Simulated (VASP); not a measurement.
Set up this calculation in VASP 6.6.1, as the native input.

```
Task                   : single point
Functional             : LDA
Potentials or basis    : VASP PAW LDA potentials, release 64 (Cd, Se)
Cutoff                 : 520 eV
k mesh                 : 12 × 12 × 12
Occupations            : fermi-dirac, width 0.05 eV
Spin                   : no spin polarisation
Dipole correction      : no
Further INCAR settings : ALGO = Normal; EDIFF = 1e-06; NBANDS = 16
```

The structure of CdSe (zincblende type) lies in POSCAR:

```
CdSe
1.0
    0.0000000000      2.7417399334      2.7417399334
    2.7417399334      0.0000000000      2.7417399334
    2.7417399334      2.7417399334      0.0000000000
Cd Se
1 1
Direct
    0.0000000000      0.0000000000      0.0000000000
    0.2500000000      0.2500000000      0.2500000000
```

This cell differs from its parent crystal: volume scaled by 0.76.

One way to write it, as run:

INCAR

```
SYSTEM = CdSe
ALGO     = Normal         ! electronic algorithm
EDIFF    = 1E-6           ! SCF threshold, eV
ENCUT    = 520            ! plane-wave cutoff, eV
GGA      = CA             ! functional
ISIF     = 2              ! what is computed and relaxed
ISMEAR   = -1             ! smearing method
LASPH    = .True.         ! aspherical terms in the spheres
LCHARG   = .False.        ! write CHGCAR
LREAL    = .False.        ! projectors in reciprocal space
LWAVE    = .False.        ! write WAVECAR
NBANDS   = 16             ! bands
NELM     = 100            ! most SCF steps
PREC     = Accurate       ! precision mode
SIGMA    = 0.05           ! smearing width, eV
```

KPOINTS

```
k-points
0
Gamma
  12 12 12
  0 0 0
```

Potentials or basis: VASP PAW LDA potentials, release 64 (Cd, Se).

Command:

```bash
$ cat potpaw_LDA.64/Cd/POTCAR potpaw_LDA.64/Se/POTCAR > POTCAR
$ mpirun -np 1 vasp_std > vasp.out
```

It gave:

| Quantity | Value |
| --- | --- |
| Pressure | 31.7 GPa |
| Band gap on the k mesh | 0.96 eV, direct |

It took 21 s on 1 thread of Intel(R) Xeon(R) 6975P-C (Granite Rapids), with other jobs on the host, peak memory 0.18 GiB.
